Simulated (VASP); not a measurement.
# CdInS2 (P-3m1) in VASP: notebook

CdInS2 is run at these levels: PBE; tasks: single point.

Everything below comes from runs of VASP 6.6.1. Logs are shortened: lines on timing, memory, paths and dates and some standing lists are left out, and cuts for length are marked.

## 1. The cell of the first run

The structure is trigonal, space group P-3m1 (No. 164). The conventional cell has a = 3.808 Å, b = 3.808 Å, c = 7.036 Å, α = 90.00°, β = 90.00°, γ = 120.00°. Within 3.6 Å of Cd (site symmetry -3m) lie 6 S at 2.63 Å and 2 In at 3.52 Å. Within 4.0 Å of In (site symmetry -3m) lie 6 S at 3.02 Å and 2 Cd at 3.52 Å and 6 In at 3.81 Å. Within 3.9 Å of S (site symmetry 3m) lie 3 Cd at 2.63 Å and 3 In at 3.02 Å and 9 S at 3.63 to 3.81 Å.

## 2. Single point, PBE

INCAR reads:

```
SYSTEM = CdInS2
PREC = Accurate ; ENCUT = 520
EDIFF = 1E-6 ; ISMEAR = 0
SIGMA = 0.15 ; LREAL = .FALSE.
LASPH = .TRUE. ; NELM = 80
ALGO = Normal ; ISIF = 2
LWAVE = .FALSE. ; LCHARG = .FALSE.
GGA = PE ; NBANDS = 26
```

KPOINTS reads:

```
Automatic mesh
0
G
  12 12 6
  0 0 0
```

POSCAR reads:

```
CdInS2
1.0
    3.8084606644      0.0000000000      0.0000000000
   -1.9042303322      3.2982236847      0.0000000000
    0.0000000000      0.0000000000      7.0361310776
Cd In S
1 1 2
Direct
    0.0000000000      0.0000000000      0.0000000000
    0.0000000000      0.0000000000      0.5000000000
    0.6666666667      0.3333333333      0.7945164209
    0.3333333333      0.6666666667      0.2054835791
```

Potentials or basis: VASP PAW PBE potentials, release 64 (Cd, In_d, S).

Command:

```bash
cat potpaw_PBE.64/Cd/POTCAR potpaw_PBE.64/In_d/POTCAR potpaw_PBE.64/S/POTCAR > POTCAR
mpirun -np 1 vasp_std > vasp.out
```

OUTCAR:

```text
SYSTEM = CdInS2
   PREC = Accurate
   ENCUT = 520
   EDIFF = 1E-6
   ISMEAR = 0
   LREAL = .FALSE.
   LASPH = .TRUE.
   NELM = 80
   ISIF = 2
   GGA = PE

 ion  position               nearest neighbor table
   1  0.000  0.000  0.000-   3 2.63   4 2.63   3 2.63   4 2.63   3 2.63   4 2.63   2 3.52   2 3.52

   2  0.000  0.000  0.500-   3 3.02   4 3.02   3 3.02   4 3.02   3 3.02   4 3.02   1 3.52   1 3.52

   3  0.667  0.333  0.795-   1 2.63   1 2.63   1 2.63   2 3.02   2 3.02   2 3.02
   4  0.333  0.667  0.205-   1 2.63   1 2.63   1 2.63   2 3.02   2 3.02   2 3.02

  LATTYP: Found a hexagonal cell.
 ALAT       =     3.8084606644
 C/A-ratio  =     1.8475000000

  Lattice vectors:

 A1 = (   3.8084606644,   0.0000000000,   0.0000000000)
 A2 = (  -1.9042303322,   3.2982236847,   0.0000000000)
 A3 = (   0.0000000000,   0.0000000000,   7.0361310776)

Analysis of symmetry for initial positions (statically):
=====================================================================
 Subroutine PRICEL returns:
 Original cell was already a primitive cell.

 Routine SETGRP: Setting up the symmetry group for a
 hexagonal supercell.

 Subroutine GETGRP returns: Found 12 space group operations
 (whereof 12 operations were pure point group operations)
 out of a pool of 24 trial point group operations.

The static configuration has the point symmetry D_3d.

Analysis of symmetry for dynamics (positions and initial velocities):
=====================================================================
 Subroutine PRICEL returns:
 Original cell was already a primitive cell.

 Routine SETGRP: Setting up the symmetry group for a
 hexagonal supercell.

 Subroutine GETGRP returns: Found 12 space group operations
 (whereof 12 operations were pure point group operations)
 out of a pool of 24 trial point group operations.

The dynamic configuration has the point symmetry D_3d.

 Subroutine INISYM returns: Found 12 space group operations
 (whereof 12 operations are pure point group operations),
 and found     1 'primitive' translations

----------------------------------------------------------------------------------------

                                     Primitive cell

  volume of cell :      88.3819

  direct lattice vectors                    reciprocal lattice vectors
     3.808460664  0.000000000  0.000000000     0.262573278  0.151596753  0.000000000
    -1.904230332  3.298223685  0.000000000     0.000000000  0.303193505  0.000000000
     0.000000000  0.000000000  7.036131078     0.000000000  0.000000000  0.142123560

  length of vectors
     3.808460664  3.808460664  7.036131078     0.303193505  0.303193505  0.142123560

  position of ions in fractional coordinates (direct lattice)
     0.000000000  0.000000000  0.000000000
     0.000000000  0.000000000  0.500000000
     0.666666667  0.333333333  0.794516421
     0.333333333  0.666666667  0.205483579

  ion indices of the primitive-cell ions
   primitive index   ion index
                 1           1
                 2           2
                 3           3
                 4           4

----------------------------------------------------------------------------------------

 KPOINTS: Automatic mesh

Automatic generation of k-mesh.
 Grid dimensions read from file:
 generate k-points for:   12   12    6

 Generating k-lattice:

  Cartesian coordinates                     Fractional coordinates (reciprocal lattice)
     0.021881106  0.012633063  0.000000000     0.083333333  0.000000000  0.000000000
     0.000000000  0.025266125  0.000000000     0.000000000  0.083333333  0.000000000
     0.000000000  0.000000000  0.023687260     0.000000000  0.000000000  0.166666667

  Length of vectors
     0.025266125  0.025266125  0.023687260

  Shift w.r.t. Gamma in fractional coordinates (k-lattice)
     0.000000000  0.000000000  0.000000000

 Subroutine IBZKPT returns following result:
 ===========================================

 Found    100 irreducible k-points:

 Following reciprocal coordinates:
            Coordinates               Weight
  0.000000  0.000000  0.000000      1.000000
  0.083333 -0.000000  0.000000      6.000000
  0.166667 -0.000000  0.000000      6.000000
  0.250000  0.000000  0.000000      6.000000
  0.333333  0.000000  0.000000      6.000000
  0.416667  0.000000  0.000000      6.000000
[... 16 lines left out ...]
  0.166667 -0.000000  0.166667      6.000000
  0.000000  0.166667  0.166667      6.000000
 [... further k-points ...]
   k-points           NKPTS =    100   k-points in BZ     NKDIM =    100   number of bands    NBANDS=     26
   number of dos      NEDOS =    301   number of ions     NIONS =      4
   total plane-waves  NPLWV =  42336
   dimension x,y,z NGX =    28 NGY =   28 NGZ =   54
   dimension x,y,z NGXF=    56 NGYF=   56 NGZF=  108
   ions per type =               1   1   2
   NGX,Y,Z   is equivalent  to a cutoff of  12.22, 12.22, 12.76 a.u.
   NGXF,Y,Z  is equivalent  to a cutoff of  24.44, 24.44, 25.52 a.u.
 SYSTEM =  CdInS2
   PREC   = accura    normal or accurate (medium, high low for compatibility)
   ISTART =      0    job   : 0-new  1-cont  2-samecut
   ICHARG =      2    charge: 1-file 2-atom 10-const
   ISPIN  =      1    spin polarized calculation?
   LNONCOLLINEAR =      F non collinear calculations
   LSORBIT =      F    spin-orbit coupling
   LASPH  =      T    aspherical Exc in radial PAW
   ENCUT  =  520.0 eV  38.22 Ry    6.18 a.u.   7.08  7.08 13.08*2*pi/ulx,y,z
   NELM   =     80;   NELMIN=  2; NELMDL= -5     # of ELM steps
   EDIFF  = 0.1E-05   stopping-criterion for ELM
   LREAL  =      F    real-space projection
   EDIFFG = 0.1E-04   stopping-criterion for IOM
   NSW    =      0    number of steps for IOM
   IBRION =     -1    ionic relax: 0-MD 1-quasi-New 2-CG
   NFREE  =      0    steps in history (QN), initial steepest desc. (CG)
   ISIF   =      2    stress and relaxation
   ISYM   =      2    0-nonsym 1-usesym 2-fastsym
   POTIM  = 0.5000    time-step for ionic-motion
   TEBEG  =    0.0;   TEEND  =   0.0 temperature during run
   PSTRESS=    0.0 pullay stress
   NELECT =      37.0000    total number of electrons
   NUPDOWN=      -1.0000    fix difference up-down
   EMIN   =  10.00;   EMAX   =-10.00  energy-range for DOS
   EFERMI =   0.00;   METHOD = LEGACY
   ISMEAR =     0;   SIGMA  =   0.15  broadening in eV -4-tet -1-fermi 0-gaus
   EFERMI_NEDOS =   21; number of points for ismear=-14 and -15
   IALGO  =     38    algorithm
   IMIX   =      4    mixing-type and parameters
     AMIX     =   0.40;   BMIX     =  1.00
     AMIX_MAG =   1.60;   BMIX_MAG =  1.00
  volume/ion in A,a.u.               =      22.10       149.11
  Fermi-wavevector in a.u.,A,eV,Ry     =   1.224675  2.314300 20.406415  1.499829
  Thomas-Fermi vector in A             =   2.359741
   LORBIT       =      0    0 simple, 1 ext, 2 COOP (PROOUT), +10 PAW based schemes
   GGA     = PE    functional components
   LHFCALC =     F    Hartree Fock is set to
   AEXX    =    0.0000 exact exchange contribution
   IVDW    =     0    specifies the selected vdW correction
   LEPSILON=     F    determine dielectric tensor
   LRPA    =     F    only Hartree local field effects (RPA)
 non-spin polarized calculation
 Gauss-broadening in eV      SIGMA  =   0.15
  energy-cutoff  :      520.00
  volume of cell :       88.38
 maximum number of plane-waves:      2409
   NGX = 15   NGY = 15   NGZ = 27

 number of electron      37.0000012 magnetization

 Free energy of the ion-electron system (eV)
  ---------------------------------------------------
  ext. energy  EPLUGINS =         0.00000000
  ---------------------------------------------------
  free energy    TOTEN  =       -12.69780873 eV

  energy without entropy =      -12.68086949  energy(sigma->0) =      -12.68933911

 E-fermi :   4.6032     XC(G=0): -10.0650

 val. band max:        4.5665843924   @ k =   0.2500   0.2500   0.3333
 cond. band min:       4.6081990176   @ k =   0.1667  -0.0000   0.1667
 fundamental gap:      0.0416146252
 Fermi energy:         4.6032429908

 k-point     1 :       0.0000    0.0000    0.0000
  band No.  band energies     occupation
      1      -9.6152      2.00000
      2      -9.6152      2.00000
      3      -9.6106      2.00000
      4      -9.5226      2.00000
      5      -9.5226      2.00000
      6      -8.7364      2.00000
[... 18 lines left out ...]
     25      12.1221      0.00000
     26      12.1221      0.00000

 k-point     2 :       0.0833   -0.0000    0.0000
  band No.  band energies     occupation
      1      -9.6187      2.00000
      2      -9.6086      2.00000
      3      -9.6048      2.00000
      4      -9.5328      2.00000
      5      -9.5237      2.00000
      6      -8.6823      2.00000
[... 18 lines left out ...]
     25      11.8700      0.00000
     26      11.8812      0.00000

 k-point     3 :       0.1667   -0.0000    0.0000
  band No.  band energies     occupation
      1      -9.6310      2.00000
      2      -9.5907      2.00000
      3      -9.5902      2.00000
      4      -9.5565      2.00000
      5      -9.5266      2.00000
      6      -8.5260      2.00000
[... 18 lines left out ...]
     25      11.8218      0.00000
     26      11.9347      0.00000

 k-point     4 :       0.2500    0.0000    0.0000
  band No.  band energies     occupation
      1      -9.6543      2.00000
      2      -9.5892      2.00000
      3      -9.5661      2.00000
      4      -9.5620      2.00000
      5      -9.5304      2.00000
      6      -8.2883      2.00000
[... 18 lines left out ...]
     25      11.7626      0.00000
     26      12.6154      0.00000
[... 496 lines left out ...]
      1      -9.6191      2.00000
      2      -9.6086      2.00000
      3      -9.6011      2.00000
      4      -9.5333      2.00000
      5      -9.5236      2.00000
      6      -8.6547      2.00000
[... 18 lines left out ...]
     25      11.8563      0.00000
     26      12.1454      0.00000

 k-point    23 :       0.1667   -0.0000    0.1667
  band No.  band energies     occupation
      1      -9.6320      2.00000
      2      -9.5906      2.00000
      3      -9.5895      2.00000
      4      -9.5572      2.00000
      5      -9.5266      2.00000
      6      -8.4855      2.00000
[... 18 lines left out ...]
     25      11.6840      0.00000
     26      11.8636      0.00000

 k-point    24 :       0.0000    0.1667    0.1667
  band No.  band energies     occupation
      1      -9.6318      2.00000
      2      -9.5906      2.00000
      3      -9.5860      2.00000
      4      -9.5579      2.00000
      5      -9.5265      2.00000
      6      -8.5010      2.00000
[... 18 lines left out ...]
     25      11.9162      0.00000
     26      12.0072      0.00000

 [... further k-points ...]

------------------------ aborting loop because EDIFF is reached ----------------------------------------

  FORCE on cell =-STRESS in cart. coord.  units (eV):
  Direction    XX          YY          ZZ          XY          YZ          ZX
  --------------------------------------------------------------------------------------
  -------------------------------------------------------------------------------------
  Total        2.4352633      2.4352633     -0.5209158      0.0000000      0.0000000      0.0000000
  in kB       44.1461664     44.1461664     -9.4431013      0.0000000      0.0000000      0.0000000
  external PRESSURE =      26.2830772 kB  Pullay stress =       0.0000000 kB

 VOLUME and BASIS-vectors are now :
 -----------------------------------------------------------------------------
  energy-cutoff  :      520.00
  volume of cell :       88.38
      direct lattice vectors                 reciprocal lattice vectors
     3.808460664  0.000000000  0.000000000     0.262573278  0.151596753  0.000000000
    -1.904230332  3.298223685  0.000000000     0.000000000  0.303193505  0.000000000
     0.000000000  0.000000000  7.036131078     0.000000000  0.000000000  0.142123560

 POSITION                                       TOTAL-FORCE (eV/Angst)
 -----------------------------------------------------------------------------------
      0.00000      0.00000      0.00000         0.000000      0.000000      0.000000
      0.00000      0.00000      3.51807         0.000000      0.000000      0.000000
      1.90423      1.09941      5.59032        -0.000000      0.000000     -1.378826
     -0.00000      2.19882      1.44581         0.000000     -0.000000      1.378826
 -----------------------------------------------------------------------------------
    total drift:                               -0.000000     -0.000000      0.000000

  FREE ENERGIE OF THE ION-ELECTRON SYSTEM (eV)
  ---------------------------------------------------
  free  energy   TOTEN  =       -12.6978087299 eV

  energy  without entropy=      -12.6808694869  energy(sigma->0) =      -12.68933911
```

Run time: 2.2 min. Hardware: 1 thread of Intel Xeon 6975P-C (Granite Rapids), shared host; peak memory 0.35 GiB.

What came out:

| Item | Value |
| --- | --- |
| Free energy | -12.6978 eV |
| Pressure | 2.6 GPa |
| Largest force | 1.379 eV/Å |
| Band gap on the k mesh | zero (an odd number of electrons rules out a gap without spin polarisation) |

Forces in eV/Å, atoms in the order of the input:
```
Cd   0.000  0.000  0.000
In   0.000  0.000  0.000
S    0.000  0.000 -1.379
S    0.000  0.000  1.379
```

Caveat: spin-orbit coupling is left out, which moves the levels of the heavy elements; forces of over 1 eV/Å act on the atoms, so gaps and moduli don't describe the material at rest.

## 3. Single point, PBE

This run uses another cell than the first one, of the same volume but with other edges.

INCAR reads:

```
SYSTEM = CdInS2
PREC = Accurate ; ENCUT = 520
EDIFF = 1E-6 ; ISMEAR = 0
SIGMA = 0.15 ; LREAL = .False.
LASPH = .True. ; NELM = 100
ALGO = Normal ; ISIF = 2
LWAVE = .False. ; LCHARG = .False.
GGA = PE ; NBANDS = 26
```

KPOINTS reads:

```
Automatic mesh
0
Gamma
  12 12 6
  0 0 0
```

POSCAR reads:

```
CdInS2
1.0
    3.8708750509      0.0000000000      0.0000000000
   -1.9354375254      3.3522761289      0.0000000000
    0.0000000000      0.0000000000      6.8110577793
Cd In S
1 1 2
Direct
    0.0000000000      0.0000000000      0.0000000000
    0.0000000000      0.0000000000      0.5000000000
    0.6666666667      0.3333333333      0.7578554487
    0.3333333333      0.6666666667      0.2421445513
```

Potentials or basis: VASP PAW PBE potentials, release 64 (Cd, In_d, S).

Command:

```bash
cat potpaw_PBE.64/Cd/POTCAR potpaw_PBE.64/In_d/POTCAR potpaw_PBE.64/S/POTCAR > POTCAR
mpirun -np 1 vasp_std > vasp.out
```

Run time: 2.1 min. Hardware: 1 thread of Intel Xeon 6975P-C (Granite Rapids), shared host; peak memory 0.37 GiB.

It converged, with:

```
Free energy            : -13.0917 eV
Pressure               : 0.1 GPa
Largest force          : 0.024 eV/Å
Band gap on the k mesh : zero (an odd number of electrons rules out a gap without spin polarisation)
```

Forces in eV/Å, atoms in the order of the input:
```
Cd   0.000  0.000  0.000
In   0.000  0.000  0.000
S    0.000  0.000 -0.024
S    0.000  0.000  0.024
```

Levels at points of the mesh, in eV from the Fermi level:
```tsv
k point	band 15	band 16	band 17	band 18	band 19	band 20	band 21	band 22
(0.00, 0.00, 0.00)	-2.01	-2.01	-1.84	-1.50	-1.50	1.90	4.45	4.92
(0.50, 0.00, 0.00)	-4.42	-3.45	-3.22	-1.65	-0.03	1.89	1.98	3.88
(0.00, 0.00, 0.50)	-1.83	-1.83	-1.65	-1.65	0.60	1.19	4.50	4.97
(0.50, 0.00, 0.50)	-3.03	-2.91	-2.62	-2.45	-0.79	0.39	3.88	4.09
```

Caveat: spin-orbit coupling is left out, which moves the levels of the heavy elements.
